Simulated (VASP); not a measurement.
# NaCl in VASP: notebook, part 2 of 2

VASP 6.6.1. Earlier steps stand in the parts before.

### 3 Single point, PBE (epitaxial 111 strain -3.0%)

INCAR

```
SYSTEM = NaCl
ALGO = Normal
EDIFF = 1E-6
ENCUT = 520
GGA = PE
ISIF = 2
ISMEAR = -1
LASPH = .TRUE.
LCHARG = .FALSE.
LREAL = .FALSE.
LWAVE = .FALSE.
NBANDS = 14
NELM = 100
PREC = Accurate
SIGMA = 0.02
```

KPOINTS

```
k-points
0
G
  8 8 8
  0 0 0
```

POSCAR

```
NaCl
1.0
    0.1023986814      2.8210165420      2.8210165420
    2.8210165420      0.1023986814      2.8210165420
    2.8210165420      2.8210165420      0.1023986814
Na Cl
1 1
Direct
    0.0000000000      0.0000000000      0.0000000000
    0.5000000000      0.5000000000      0.5000000000
```

Potentials or basis: VASP PAW PBE potentials, release 64 (Na_pv, Cl).

On the command line:

```console
$ cat potpaw_PBE.64/Na_pv/POTCAR potpaw_PBE.64/Cl/POTCAR > POTCAR
$ mpirun -np 1 vasp_std > vasp.out
```

OUTCAR:

```text
SYSTEM = NaCl
   EDIFF = 1E-6
   ENCUT = 520
   GGA = PE
   ISIF = 2
   ISMEAR = -1
   LASPH = .TRUE.
   LREAL = .FALSE.
   NELM = 100
   PREC = Accurate

 ion  position               nearest neighbor table
   1  0.000  0.000  0.000-
   2  0.500  0.500  0.500-

  LATTYP: Found a trigonal (rhomboedric) cell.
 ALAT       =     3.9908337663
 COS(alpha) =     0.5359454285

  Lattice vectors:

 A1 = (   0.1023986814,   2.8210165420,   2.8210165420)
 A2 = (   2.8210165420,   0.1023986814,   2.8210165420)
 A3 = (   2.8210165420,   2.8210165420,   0.1023986814)

Analysis of symmetry for initial positions (statically):
=====================================================================
 Subroutine PRICEL returns:
 Original cell was already a primitive cell.

 Routine SETGRP: Setting up the symmetry group for a
 trigonal (rhombohedral) supercell.

 Subroutine GETGRP returns: Found 12 space group operations
 (whereof 12 operations were pure point group operations)
 out of a pool of 12 trial point group operations.

The static configuration has the point symmetry D_3d.

Analysis of symmetry for dynamics (positions and initial velocities):
=====================================================================
 Subroutine PRICEL returns:
 Original cell was already a primitive cell.

 Routine SETGRP: Setting up the symmetry group for a
 trigonal (rhombohedral) supercell.

 Subroutine GETGRP returns: Found 12 space group operations
 (whereof 12 operations were pure point group operations)
 out of a pool of 12 trial point group operations.

The dynamic configuration has the point symmetry D_3d.

 Subroutine INISYM returns: Found 12 space group operations
 (whereof 12 operations are pure point group operations),
 and found     1 'primitive' translations

----------------------------------------------------------------------------------------

                                     Primitive cell

  volume of cell :      42.4564
[... 117 lines left out ...]
   IVDW    =     0    specifies the selected vdW correction
   LEPSILON=     F    determine dielectric tensor
   LRPA    =     F    only Hartree local field effects (RPA)
 non-spin polarized calculation
  energy-cutoff  :      520.00
  volume of cell :       42.46
 maximum number of plane-waves:      1154
 NGX is ok and might be reduce to    30
   NGX = 15   NGY = 15   NGZ = 15

 number of electron      13.9999995 magnetization

 Free energy of the ion-electron system (eV)
  ---------------------------------------------------
  ext. energy  EPLUGINS =         0.00000000
  ---------------------------------------------------
  free energy    TOTEN  =        -6.74395743 eV

  energy without entropy =       -6.74395743  energy(sigma->0) =       -6.74395743

 E-fermi :   0.1756     XC(G=0):  -8.4041

 val. band max:       -0.3152598378   @ k =   0.0000   0.0000   0.0000
 cond. band min:       4.9106663822   @ k =   0.0000   0.0000   0.0000
 fundamental gap:      5.2259262199
 Fermi energy:         0.1755723344

 k-point     1 :       0.0000    0.0000    0.0000
  band No.  band energies     occupation
      1     -21.1313      2.00000
      2     -21.1313      2.00000
      3     -21.1233      2.00000
      4     -13.1854      2.00000
      5      -0.5461      2.00000
      6      -0.3153      2.00000
      7      -0.3153      2.00000
      8       4.9107      0.00000
      9      10.2945      0.00000
     10      11.0433      0.00000
     11      11.0433      0.00000
     12      13.0315      0.00000
     13      13.0315      0.00000
     14      14.6800      0.00000
[... 377 lines left out ...]
      1     -21.1528      2.00000
      2     -21.1331      2.00000
      3     -21.1300      2.00000
      4     -12.9143      2.00000
      5      -1.7915      2.00000
      6      -0.9215      2.00000
      7      -0.5200      2.00000
      8       7.0123      0.00000
      9       9.6570      0.00000
     10      10.5009      0.00000
     11      11.4634      0.00000
     12      12.8810      0.00000
     13      14.1677      0.00000
     14      16.3330      0.00000

 [... further k-points ...]

------------------------ aborting loop because EDIFF is reached ----------------------------------------

  FORCE on cell =-STRESS in cart. coord.  units (eV):
  Direction    XX          YY          ZZ          XY          YZ          ZX
  --------------------------------------------------------------------------------------
  -------------------------------------------------------------------------------------
  Total        0.6333510      0.6333510      0.6333510     -0.1358780     -0.1358780     -0.1358780
  in kB       23.9007545     23.9007545     23.9007545     -5.1276263     -5.1276263     -5.1276263
  external PRESSURE =      23.9007545 kB  Pullay stress =       0.0000000 kB

 VOLUME and BASIS-vectors are now :
 -----------------------------------------------------------------------------
  energy-cutoff  :      520.00
  volume of cell :       42.46
      direct lattice vectors                 reciprocal lattice vectors
     0.102398681  2.821016542  2.821016542    -0.187195439  0.180638531  0.180638531
     2.821016542  0.102398681  2.821016542     0.180638531 -0.187195439  0.180638531
     2.821016542  2.821016542  0.102398681     0.180638531  0.180638531 -0.187195439

 POSITION                                       TOTAL-FORCE (eV/Angst)
 -----------------------------------------------------------------------------------
      0.00000      0.00000      0.00000        -0.000000      0.000000      0.000000
      2.87222      2.87222      2.87222         0.000000     -0.000000     -0.000000
 -----------------------------------------------------------------------------------
    total drift:                               -0.000000      0.000000      0.000000

  FREE ENERGIE OF THE ION-ELECTRON SYSTEM (eV)
  ---------------------------------------------------
  free  energy   TOTEN  =        -6.7439574341 eV

  energy  without entropy=       -6.7439574341  energy(sigma->0) =       -6.74395743
```

stdout:

```text
POSCAR found type information on POSCAR NaCl
 POSCAR found :  2 types and       2 ions
 scaLAPACK will be used
 LDA part: xc-table for (Slater+PW92), standard interpolation
 POSCAR, INCAR and KPOINTS ok, starting setup
 FFT: planning ... GRIDC
 FFT: planning ... GRID_SOFT
 FFT: planning ... GRID
 WAVECAR not read
 entering main loop
```

It took 15 s on 1 thread of Intel Xeon 6975P-C (Granite Rapids), shared host; peak memory 0.17 GiB.

What came out:

```
Free energy            : -6.7440 eV
Pressure               : 2.4 GPa
Band gap on the k mesh : 5.23 eV, direct
```

Stress tensor (GPa, compression positive):
```
 2.39 -0.51 -0.51
-0.51  2.39 -0.51
-0.51 -0.51  2.39
```

Levels at points of the mesh, in eV from the valence-band top:
```
           k point  band 4  band 5  band 6  band 7  band 8  band 9  band 10  band 11
(0.00, 0.00, 0.00)  -12.87   -0.23    0.00    0.00    5.23   10.61    11.36    11.36
(0.50, 0.00, 0.00)  -12.45   -2.16   -0.48   -0.34    7.23   10.71    11.11    11.17
(0.50, 0.50, 0.00)  -12.42   -1.89   -0.83   -0.62    7.54    8.03    11.59    15.04
(0.50, 0.50, 0.50)  -12.52   -2.22   -0.24   -0.24    7.44   10.59    11.34    11.34
```

Caveat: the cell differs from its parent crystal (epitaxial 111 strain -3.0%).

### 4 Single point, PBE (epitaxial 111 strain -2.0%)

INCAR

```
PREC = Accurate ; ENCUT = 520
EDIFF = 1E-6 ; ISMEAR = -1
SIGMA = 0.02 ; LREAL = False
LASPH = True ; NELM = 60
ALGO = Normal ; ISIF = 2
LWAVE = False ; LCHARG = True
GGA = PE ; LELF = True
LVHAR = True ; NBANDS = 14
```

KPOINTS

```
regular mesh
0
Gamma
  8 8 8
```

POSCAR

```
NaCl
1.0
    0.0688129527      2.8154578016      2.8154578016
    2.8154578016      0.0688129527      2.8154578016
    2.8154578016      2.8154578016      0.0688129527
Na Cl
1 1
Direct
    0.0000000000      0.0000000000      0.0000000000
    0.5000000000      0.5000000000      0.5000000000
```

Potentials or basis: VASP PAW PBE potentials, release 64 (Na_pv, Cl).

On the command line:

```console
$ cat potpaw_PBE.64/Na_pv/POTCAR potpaw_PBE.64/Cl/POTCAR > POTCAR
$ mpirun -np 1 vasp_std > vasp.out
```

OUTCAR:

```text
PREC = Accurate
   ENCUT = 520
   EDIFF = 1E-6
   ISMEAR = -1
   LREAL = False
   LASPH = True
   NELM = 60
   ISIF = 2
   GGA = PE

 ion  position               nearest neighbor table
   1  0.000  0.000  0.000-
   2  0.500  0.500  0.500-

  LATTYP: Found a trigonal (rhomboedric) cell.
 ALAT       =     3.9822531923
 COS(alpha) =     0.5242845283

  Lattice vectors:

[... 591 lines left out ...]
     14      16.1954      0.00000

 [... further k-points ...]

------------------------ aborting loop because EDIFF is reached ----------------------------------------

  FORCE on cell =-STRESS in cart. coord.  units (eV):
  Direction    XX          YY          ZZ          XY          YZ          ZX
  --------------------------------------------------------------------------------------
  -------------------------------------------------------------------------------------
  Total        0.5295094      0.5295094      0.5295094     -0.0892574     -0.0892574     -0.0892574
  in kB       19.7299095     19.7299095     19.7299095     -3.3257975     -3.3257975     -3.3257975
  external PRESSURE =      19.7299095 kB  Pullay stress =       0.0000000 kB

 VOLUME and BASIS-vectors are now :
 -----------------------------------------------------------------------------
  energy-cutoff  :      520.00
  volume of cell :       43.00
      direct lattice vectors                 reciprocal lattice vectors
     0.068812953  2.815457802  2.815457802    -0.184238057  0.179842505  0.179842505
     2.815457802  0.068812953  2.815457802     0.179842505 -0.184238057  0.179842505
     2.815457802  2.815457802  0.068812953     0.179842505  0.179842505 -0.184238057

 POSITION                                       TOTAL-FORCE (eV/Angst)
 -----------------------------------------------------------------------------------
      0.00000      0.00000      0.00000        -0.000000      0.000000     -0.000000
      2.84986      2.84986      2.84986         0.000000     -0.000000      0.000000
 -----------------------------------------------------------------------------------
    total drift:                               -0.000000      0.000000      0.000000

  FREE ENERGIE OF THE ION-ELECTRON SYSTEM (eV)
  ---------------------------------------------------
  free  energy   TOTEN  =        -6.7555713833 eV

  energy  without entropy=       -6.7555713833  energy(sigma->0) =       -6.75557138
```

It took 16 s on 1 thread of Intel Xeon 6975P-C (Granite Rapids), shared host; peak memory 0.18 GiB.

What came out:

```
Free energy            : -6.7556 eV
Pressure               : 2.0 GPa
Band gap on the k mesh : 5.21 eV, direct
```

Levels at points of the mesh, in eV from the valence-band top:
| k point | band 3 | band 4 | band 5 | band 6 | band 7 | band 8 | band 9 | band 10 | band 11 | band 12 |
| --- | --- | --- | --- | --- | --- | --- | --- | --- | --- | --- |
| (0.00, 0.00, 0.00) | -20.79 | -12.81 | -0.15 | 0.00 | 0.00 | 5.21 | 10.78 | 11.29 | 11.29 | 13.34 |
| (0.50, 0.00, 0.00) | -20.80 | -12.42 | -2.10 | -0.41 | -0.32 | 7.26 | 10.81 | 11.00 | 11.12 | 15.16 |
| (0.50, 0.50, 0.00) | -20.81 | -12.38 | -1.82 | -0.76 | -0.62 | 7.57 | 8.02 | 11.55 | 14.99 | 15.24 |
| (0.50, 0.50, 0.50) | -20.80 | -12.46 | -2.14 | -0.25 | -0.25 | 7.39 | 10.65 | 11.23 | 11.23 | 15.41 |

Caveat: the cell differs from its parent crystal (epitaxial 111 strain -2.0%).

### 5 Single point, PBE (epitaxial 111 strain -1.0%)

INCAR

```
  PREC = Accurate
  ENCUT = 520
  EDIFF = 1E-6
  ISMEAR = -1
  SIGMA = 0.02
  LREAL = False
  LASPH = True
  NELM = 80
  ALGO = Normal
  ISIF = 2
  LWAVE = False
  LCHARG = False
  GGA = PE
  NBANDS = 14
```

KPOINTS

```
Automatic mesh
0
Gamma
  8 8 8
```

POSCAR

```
NaCl
1.0
    0.0351940362      2.8098658733      2.8098658733
    2.8098658733      0.0351940362      2.8098658733
    2.8098658733      2.8098658733      0.0351940362
Na Cl
1 1
Direct
    0.0000000000      0.0000000000      0.0000000000
    0.5000000000      0.5000000000      0.5000000000
```

On the command line:

```console
$ cat potpaw_PBE.64/Na_pv/POTCAR potpaw_PBE.64/Cl/POTCAR > POTCAR
$ mpirun -np 1 vasp_std > vasp.out
```

Wall time 15 s (1 thread of Intel Xeon 6975P-C (Granite Rapids), shared host); peak memory 0.18 GiB.

The run converged. Its results:

- Free energy: -6.7641 eV
- Pressure: 1.6 GPa
- Band gap on the k mesh: 5.20 eV, direct

Stress tensor (GPa, compression positive):
```
 1.58 -0.16 -0.16
-0.16  1.58 -0.16
-0.16 -0.16  1.58
```

Levels at points of the mesh, in eV from the valence-band top:
| k point | band 4 | band 5 | band 6 | band 7 | band 8 | band 9 | band 10 | band 11 |
| --- | --- | --- | --- | --- | --- | --- | --- | --- |
| (0.00, 0.00, 0.00) | -12.75 | -0.07 | 0.00 | 0.00 | 5.20 | 10.95 | 11.21 | 11.21 |
| (0.50, 0.00, 0.00) | -12.38 | -2.03 | -0.34 | -0.30 | 7.28 | 10.89 | 10.91 | 11.07 |
| (0.50, 0.50, 0.00) | -12.33 | -1.76 | -0.68 | -0.61 | 7.59 | 8.04 | 11.50 | 14.96 |
| (0.50, 0.50, 0.50) | -12.40 | -2.06 | -0.26 | -0.26 | 7.35 | 10.71 | 11.13 | 11.13 |

Caveat: the cell differs from its parent crystal (epitaxial 111 strain -1.0%).

### 6 Single point, PBE (epitaxial 111 strain +1.0%)

INCAR

```
SYSTEM = NaCl
  PREC = Accurate
  ENCUT = 520
  EDIFF = 1E-6
  ISMEAR = -1
  SIGMA = 0.02
  LREAL = .FALSE.
  LASPH = .TRUE.
  NELM = 100
  ALGO = Normal
  ISIF = 2
  LWAVE = .FALSE.
  LCHARG = .FALSE.
  GGA = PE
  NBANDS = 14
```

KPOINTS

```
Automatic mesh
0
G
  8 8 8
  0 0 0
```

POSCAR

```
NaCl
1.0
   -0.0322272166      2.7984985970      2.7984985970
    2.7984985970     -0.0322272166      2.7984985970
    2.7984985970      2.7984985970     -0.0322272166
Na Cl
1 1
Direct
    0.0000000000      0.0000000000      0.0000000000
    0.5000000000      0.5000000000      0.5000000000
```

Potentials or basis: VASP PAW PBE potentials, release 64 (Na_pv, Cl).

On the command line:

```console
$ cat potpaw_PBE.64/Na_pv/POTCAR potpaw_PBE.64/Cl/POTCAR > POTCAR
$ mpirun -np 1 vasp_std > vasp.out
```

Run time: 15 s. Hardware: 1 thread of Intel Xeon 6975P-C (Granite Rapids), shared host; peak memory 0.17 GiB.

It converged, with:

- Free energy: -6.7726 eV
- Pressure: 0.9 GPa
- Band gap on the k mesh: 5.09 eV, direct

Stress tensor (GPa, compression positive):
```
0.88 0.14 0.14
0.14 0.88 0.14
0.14 0.14 0.88
```

Levels at points of the mesh, in eV from the valence-band top:
```
           k point  band 3  band 4  band 5  band 6  band 7  band 8  band 9  band 10  band 11  band 12
(0.00, 0.00, 0.00)  -20.85  -12.71   -0.06   -0.06    0.00    5.09   11.01    11.01    11.25    13.26
(0.50, 0.00, 0.00)  -20.85  -12.38   -1.99   -0.32   -0.28    7.25   10.59    10.91    11.05    15.01
(0.50, 0.50, 0.00)  -20.86  -12.32   -1.71   -0.67   -0.61    7.51    8.04    11.32    14.72    14.86
(0.50, 0.50, 0.50)  -20.85  -12.36   -1.97   -0.34   -0.34    7.20   10.75    10.85    10.85    14.89
```

Caveat: the cell differs from its parent crystal (epitaxial 111 strain +1.0%). A k mesh can miss the band edges.

### 7 Summary

| level | cell | smearing | gap on the mesh (eV) | pressure (GPa) |
| --- | --- | --- | --- | --- |
| r2SCAN | a = 3.964 Å, angles 60.0°, 2 atoms | gaussian 0.01 eV | 6.00 | -0.1 |
| PBE | a = 3.991 Å, angles 57.6°, 2 atoms | fermi-dirac 0.02 eV | 5.23 | 2.4 |
| PBE | a = 3.982 Å, angles 58.4°, 2 atoms | fermi-dirac 0.02 eV | 5.21 | 2.0 |
| PBE | a = 3.974 Å, angles 59.2°, 2 atoms | fermi-dirac 0.02 eV | 5.20 | 1.6 |
| PBE | a = 3.958 Å, angles 60.8°, 2 atoms | fermi-dirac 0.02 eV | 5.09 | 0.9 |

Alike in all rows: task single point; potentials or basis VASP PAW PBE potentials, release 64 (Na_pv, Cl); no spin polarisation; k mesh 8 × 8 × 8; cutoff (eV) 520.

Caveats: the PAW data sets were made with another functional, which shifts forces and pressure a little (some runs).

Total energies depend on the potentials used, so only differences within one code and one set of settings carry meaning.
